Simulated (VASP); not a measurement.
The system is LaYAl4.

```
CELL_PARAMETERS angstrom
0.00000 4.02461 4.02461
4.02461 0.00000 4.02461
4.02461 4.02461 0.00000
ATOMIC_POSITIONS crystal
Al 0.87497 0.37501 0.37501
Al 0.37501 0.37501 0.87497
Al 0.37501 0.37501 0.37501
Al 0.37501 0.87497 0.37501
La 0.75000 0.75000 0.75000
Y 0.00000 0.00000 0.00000
```

```yaml
Program: VASP 6.6.1
Task: relaxation of cell and atoms
Functional: PBEsol
Potentials_or_basis: VASP PAW PBE potentials, release 64 (Al, La, Y_sv)
Cutoff: 600 eV
k_mesh: 8 × 8 × 8
Occupations: gaussian, width 0.05 eV
Spin: no spin polarisation
```

At the start: pressure -2.8 GPa; volume 21.73 Å³/atom.

Task: Where does the relaxation end?

Result: Over 6 steps the energy falls by 7.8 meV/atom and the volume is 20.87 Å³/atom (-3.9 %); space group F-43m (No. 216, to 0.1 Å) before and after.

The path:
| step | energy change (eV) | largest force (eV/Å) | pressure (GPa) | volume (Å³) |
| --- | --- | --- | --- | --- |
| 1 | 0.0000 | 0.0003 | -2.80 | 130.38 |
| 2 | -0.0384 | 0.0004 | 1.20 | 123.34 |
| 3 | -0.0467 | 0.0006 | -0.05 | 125.29 |
| 4 | -0.0468 | 0.0005 | 0.09 | 125.19 |
| 5 | -0.0467 | 0.0003 | -0.07 | 125.39 |
| 6 | -0.0468 | 0.0003 | 0.01 | 125.24 |

Final structure:
```xyz
6
Lattice="0.0000 3.9711 3.9711 3.9711 0.0000 3.9711 3.9711 3.9711 0.0000" Properties=species:S:1:pos:R:3 pbc="T T T"
Al    2.9784    4.9638    4.9638
Al    4.9638    4.9638    2.9784
Al    2.9784    2.9784    2.9784
Al    4.9638    2.9784    4.9638
La    5.9566    5.9566    5.9566
Y     0.0000    0.0000    0.0000
```

Caveat: the PAW data sets were made with another functional, which shifts forces and pressure a little.
